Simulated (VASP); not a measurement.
# ZnCu (Pm-3m) in VASP: single point with PBE

Aim: the single point of ZnCu with PBE.

Program: VASP 6.6.1. These are calculated values, not measurements. Logs are shortened: lines on timing, memory, paths and dates and some standing lists are left out, and cuts for length are marked.

## 1. The cell of the first run

Symmetry: Pm-3m, No. 221, cubic system. Conventional cell: a = 2.945 Å, b = 2.945 Å, c = 2.945 Å, α = 90.00°, β = 90.00°, γ = 90.00°. Within 3.4 Å of Zn (site symmetry m-3m) lie 8 Cu at 2.55 Å and 6 Zn at 2.94 Å. Cu (site symmetry m-3m) has 8 Zn at 2.55 Å and 6 Cu at 2.94 Å within 3.4 Å.

## 2. Single point, PBE

Contents of INCAR:

```
  PREC = Accurate
  ENCUT = 520
  EDIFF = 1E-7
  ISMEAR = -1
  SIGMA = 0.1
  LREAL = F
  LASPH = T
  NELM = 100
  ALGO = Normal
  ISIF = 2
  LWAVE = F
  LCHARG = F
  GGA = PE
  NBANDS = 18
```

Contents of KPOINTS:

```
regular mesh
0
Gamma
  8 8 8
```

Contents of POSCAR:

```
ZnCu
1.0
    2.9450000000      0.0000000000      0.0000000000
    0.0000000000      2.9450000000      0.0000000000
    0.0000000000      0.0000000000      2.9450000000
Zn Cu
1 1
Direct
    0.5000000000      0.5000000000      0.5000000000
    0.0000000000      0.0000000000      0.0000000000
```

Potentials or basis: VASP PAW PBE potentials, release 64 (Zn, Cu).

The run is started by

```bash
> cat potpaw_PBE.64/Zn/POTCAR potpaw_PBE.64/Cu/POTCAR > POTCAR
> mpirun -np 1 vasp_std > vasp.out
```

OUTCAR:

```text
PREC = Accurate
   ENCUT = 520
   EDIFF = 1E-7
   ISMEAR = -1
   LREAL = F
   LASPH = T
   NELM = 100
   ISIF = 2
   GGA = PE

 ion  position               nearest neighbor table
   1  0.500  0.500  0.500-   2 2.55   2 2.55   2 2.55   2 2.55   2 2.55   2 2.55   2 2.55   2 2.55

   2  0.000  0.000  0.000-   1 2.55   1 2.55   1 2.55   1 2.55   1 2.55   1 2.55   1 2.55   1 2.55

  LATTYP: Found a simple cubic cell.
 ALAT       =     2.9450000000

  Lattice vectors:

 A1 = (   2.9450000000,   0.0000000000,   0.0000000000)
 A2 = (   0.0000000000,   2.9450000000,   0.0000000000)
 A3 = (   0.0000000000,   0.0000000000,   2.9450000000)

Analysis of symmetry for initial positions (statically):
=====================================================================
 Subroutine PRICEL returns:
 Original cell was already a primitive cell.

 Routine SETGRP: Setting up the symmetry group for a
 simple cubic supercell.

 Subroutine GETGRP returns: Found 48 space group operations
 (whereof 48 operations were pure point group operations)
 out of a pool of 48 trial point group operations.

The static configuration has the point symmetry O_h .

Analysis of symmetry for dynamics (positions and initial velocities):
=====================================================================
 Subroutine PRICEL returns:
 Original cell was already a primitive cell.

 Routine SETGRP: Setting up the symmetry group for a
 simple cubic supercell.

 Subroutine GETGRP returns: Found 48 space group operations
 (whereof 48 operations were pure point group operations)
 out of a pool of 48 trial point group operations.

The dynamic configuration has the point symmetry O_h .

 Subroutine INISYM returns: Found 48 space group operations
 (whereof 48 operations are pure point group operations),
 and found     1 'primitive' translations

----------------------------------------------------------------------------------------

                                     Primitive cell

  volume of cell :      25.5421

  direct lattice vectors                    reciprocal lattice vectors
     2.945000000  0.000000000  0.000000000     0.339558574  0.000000000  0.000000000
     0.000000000  2.945000000  0.000000000     0.000000000  0.339558574  0.000000000
     0.000000000  0.000000000  2.945000000     0.000000000  0.000000000  0.339558574

  length of vectors
     2.945000000  2.945000000  2.945000000     0.339558574  0.339558574  0.339558574

  position of ions in fractional coordinates (direct lattice)
     0.500000000  0.500000000  0.500000000
     0.000000000  0.000000000  0.000000000

  ion indices of the primitive-cell ions
   primitive index   ion index
                 1           1
                 2           2

----------------------------------------------------------------------------------------

 KPOINTS: regular mesh

Automatic generation of k-mesh.
 Grid dimensions read from file:
 generate k-points for:    8    8    8

 Generating k-lattice:

  Cartesian coordinates                     Fractional coordinates (reciprocal lattice)
     0.042444822  0.000000000  0.000000000     0.125000000  0.000000000  0.000000000
     0.000000000  0.042444822  0.000000000     0.000000000  0.125000000  0.000000000
     0.000000000  0.000000000  0.042444822     0.000000000  0.000000000  0.125000000

  Length of vectors
     0.042444822  0.042444822  0.042444822

  Shift w.r.t. Gamma in fractional coordinates (k-lattice)
     0.000000000  0.000000000  0.000000000

 Subroutine IBZKPT returns following result:
 ===========================================

 Found     35 irreducible k-points:

 Following reciprocal coordinates:
            Coordinates               Weight
  0.000000  0.000000  0.000000      1.000000
  0.125000  0.000000  0.000000      6.000000
  0.250000  0.000000  0.000000      6.000000
  0.375000  0.000000  0.000000      6.000000
  0.500000  0.000000  0.000000      3.000000
  0.125000  0.125000  0.000000     12.000000
[... 16 lines left out ...]
  0.375000  0.375000  0.125000     24.000000
  0.500000  0.375000  0.125000     24.000000
 [... further k-points ...]
   k-points           NKPTS =     35   k-points in BZ     NKDIM =     35   number of bands    NBANDS=     18
   number of dos      NEDOS =    301   number of ions     NIONS =      2
   total plane-waves  NPLWV =  13824
   dimension x,y,z NGX =    24 NGY =   24 NGZ =   24
   dimension x,y,z NGXF=    48 NGYF=   48 NGZF=   48
   ions per type =               1   1
   NGX,Y,Z   is equivalent  to a cutoff of  13.55, 13.55, 13.55 a.u.
   NGXF,Y,Z  is equivalent  to a cutoff of  27.10, 27.10, 27.10 a.u.
 SYSTEM =  unknown system
   PREC   = accura    normal or accurate (medium, high low for compatibility)
   ISTART =      0    job   : 0-new  1-cont  2-samecut
   ICHARG =      2    charge: 1-file 2-atom 10-const
   ISPIN  =      1    spin polarized calculation?
   LNONCOLLINEAR =      F non collinear calculations
   LSORBIT =      F    spin-orbit coupling
   LASPH  =      T    aspherical Exc in radial PAW
   ENCUT  =  520.0 eV  38.22 Ry    6.18 a.u.   5.48  5.48  5.48*2*pi/ulx,y,z
   NELM   =    100;   NELMIN=  2; NELMDL= -5     # of ELM steps
   EDIFF  = 0.1E-06   stopping-criterion for ELM
   LREAL  =      F    real-space projection
   EDIFFG = 0.1E-05   stopping-criterion for IOM
   NSW    =      0    number of steps for IOM
   IBRION =     -1    ionic relax: 0-MD 1-quasi-New 2-CG
   NFREE  =      0    steps in history (QN), initial steepest desc. (CG)
   ISIF   =      2    stress and relaxation
   ISYM   =      2    0-nonsym 1-usesym 2-fastsym
   POTIM  = 0.5000    time-step for ionic-motion
   TEBEG  =    0.0;   TEEND  =   0.0 temperature during run
   PSTRESS=    0.0 pullay stress
   NELECT =      23.0000    total number of electrons
   NUPDOWN=      -1.0000    fix difference up-down
   EMIN   =  10.00;   EMAX   =-10.00  energy-range for DOS
   EFERMI =   0.00;   METHOD = LEGACY
   ISMEAR =    -1;   SIGMA  =   0.10  broadening in eV -4-tet -1-fermi 0-gaus
   EFERMI_NEDOS =   21; number of points for ismear=-14 and -15
   IALGO  =     38    algorithm
   IMIX   =      4    mixing-type and parameters
     AMIX     =   0.40;   BMIX     =  1.00
     AMIX_MAG =   1.60;   BMIX_MAG =  1.00
  volume/ion in A,a.u.               =      12.77        86.18
  Fermi-wavevector in a.u.,A,eV,Ry     =   1.580880  2.987429 34.003415  2.499180
  Thomas-Fermi vector in A             =   2.681040
   LORBIT       =      0    0 simple, 1 ext, 2 COOP (PROOUT), +10 PAW based schemes
   GGA     = PE    functional components
   LHFCALC =     F    Hartree Fock is set to
   AEXX    =    0.0000 exact exchange contribution
   IVDW    =     0    specifies the selected vdW correction
   LEPSILON=     F    determine dielectric tensor
   LRPA    =     F    only Hartree local field effects (RPA)
 non-spin polarized calculation
  energy-cutoff  :      520.00
  volume of cell :       25.54
 maximum number of plane-waves:       703
 NGX is ok and might be reduce to    24
   NGX = 11   NGY = 11   NGZ = 11

 number of electron      23.0000000 magnetization

 Free energy of the ion-electron system (eV)
  ---------------------------------------------------
  ext. energy  EPLUGINS =         0.00000000
  ---------------------------------------------------
  free energy    TOTEN  =        -5.02707877 eV

  energy without entropy =       -5.00865723  energy(sigma->0) =       -5.01786800

 E-fermi :   5.3512     XC(G=0): -12.4011

 val. band max:        5.1854800258   @ k =   0.3750   0.2500   0.1250
 cond. band min:       5.4060068577   @ k =   0.3750   0.3750   0.1250
 fundamental gap:      0.2205268319
 Fermi energy:         5.3512066235

 k-point     1 :       0.0000    0.0000    0.0000
  band No.  band energies     occupation
      1      -4.7962      2.00000
      2      -2.3056      2.00000
      3      -2.3056      2.00000
      4      -1.6103      2.00000
      5      -1.6103      2.00000
      6      -1.6103      2.00000
[... 10 lines left out ...]
     17      17.8242      0.00000
     18      28.9806      0.00000

 k-point     2 :       0.1250    0.0000    0.0000
  band No.  band energies     occupation
      1      -4.5147      2.00000
      2      -2.2738      2.00000
      3      -2.2454      2.00000
      4      -1.6345      2.00000
      5      -1.6345      2.00000
      6      -1.5983      2.00000
[... 10 lines left out ...]
     17      19.9247      0.00000
     18      26.6352      0.00000

 k-point     3 :       0.2500    0.0000    0.0000
  band No.  band energies     occupation
      1      -3.7073      2.00000
      2      -2.1955      2.00000
      3      -2.0712      2.00000
      4      -1.6925      2.00000
      5      -1.6925      2.00000
      6      -1.5690      2.00000
[... 10 lines left out ...]
     17      23.4552      0.00000
     18      23.4563      0.00000

 k-point     4 :       0.3750    0.0000    0.0000
  band No.  band energies     occupation
      1      -2.6704      2.00000
      2      -2.1148      2.00000
      3      -1.7500      2.00000
      4      -1.7500      2.00000
      5      -1.6215      2.00000
      6      -1.5393      2.00000
[... 375 lines left out ...]
      4      -1.7698      2.00000
      5      -1.7219      2.00000
      6       0.5383      2.00000
[... 10 lines left out ...]
     17      22.0877      0.00000
     18      22.9768      0.00000

 k-point    23 :       0.3750    0.3750    0.1250
  band No.  band energies     occupation
      1      -2.3595      2.00000
      2      -2.0638      2.00000
      3      -1.8807      2.00000
      4      -1.8566      2.00000
      5      -1.5101      2.00000
      6       0.2183      2.00000
[... 10 lines left out ...]
     17      19.1646      0.00000
     18      21.9429      0.00000

 k-point    24 :       0.5000    0.3750    0.1250
  band No.  band energies     occupation
      1      -2.4018      2.00000
      2      -2.0595      2.00000
      3      -1.9124      2.00000
      4      -1.8744      2.00000
      5      -1.4297      2.00000
      6       0.7786      2.00000
[... 10 lines left out ...]
     17      20.1716      0.00000
     18      21.0497      0.00000

 [... further k-points ...]

------------------------ aborting loop because EDIFF is reached ----------------------------------------

  FORCE on cell =-STRESS in cart. coord.  units (eV):
  Direction    XX          YY          ZZ          XY          YZ          ZX
  --------------------------------------------------------------------------------------
  -------------------------------------------------------------------------------------
  Total        0.4836320      0.4836320      0.4836320     -0.0000000     -0.0000000      0.0000000
  in kB       30.3367962     30.3367962     30.3367962     -0.0000000     -0.0000000      0.0000000
  external PRESSURE =      30.3367962 kB  Pullay stress =       0.0000000 kB

 VOLUME and BASIS-vectors are now :
 -----------------------------------------------------------------------------
  energy-cutoff  :      520.00
  volume of cell :       25.54
      direct lattice vectors                 reciprocal lattice vectors
     2.945000000  0.000000000  0.000000000     0.339558574  0.000000000  0.000000000
     0.000000000  2.945000000  0.000000000     0.000000000  0.339558574  0.000000000
     0.000000000  0.000000000  2.945000000     0.000000000  0.000000000  0.339558574

 POSITION                                       TOTAL-FORCE (eV/Angst)
 -----------------------------------------------------------------------------------
      1.47250      1.47250      1.47250         0.000000      0.000000      0.000000
      0.00000      0.00000      0.00000         0.000000      0.000000      0.000000
 -----------------------------------------------------------------------------------
    total drift:                                0.000000      0.000000     -0.000000

  FREE ENERGIE OF THE ION-ELECTRON SYSTEM (eV)
  ---------------------------------------------------
  free  energy   TOTEN  =        -5.0270787705 eV

  energy  without entropy=       -5.0086572253  energy(sigma->0) =       -5.01786800
```

It took 30 s on 1 thread of AMD EPYC 7R13, shared host; peak memory 0.12 GiB.

What came out:

```yaml
Free_energy: -5.0271 eV
Pressure: 3.0 GPa
Band_gap_on_the_k_mesh: zero (an odd number of electrons rules out a gap without spin polarisation)
```

Levels at points of the mesh, in eV from the Fermi level:
| k point | band 7 | band 8 | band 9 | band 10 | band 11 | band 12 | band 13 | band 14 | band 15 | band 16 |
| --- | --- | --- | --- | --- | --- | --- | --- | --- | --- | --- |
| (0.00, 0.00, 0.00) | -3.38 | -3.38 | -2.54 | -2.54 | -2.54 | 6.42 | 6.42 | 6.42 | 11.45 | 11.45 |
| (0.50, 0.00, 0.00) | -4.97 | -3.50 | -3.09 | -3.09 | -2.61 | -1.81 | 11.90 | 11.90 | 12.53 | 12.53 |
| (0.50, 0.50, 0.00) | -3.18 | -2.69 | -2.69 | -2.30 | -1.70 | -1.70 | 1.95 | 2.30 | 14.13 | 15.72 |
| (0.50, 0.50, 0.50) | -4.10 | -4.10 | -2.28 | -2.28 | 4.05 | 4.53 | 4.53 | 4.53 | 4.71 | 4.71 |

Caveat: the cell stands under pressure.
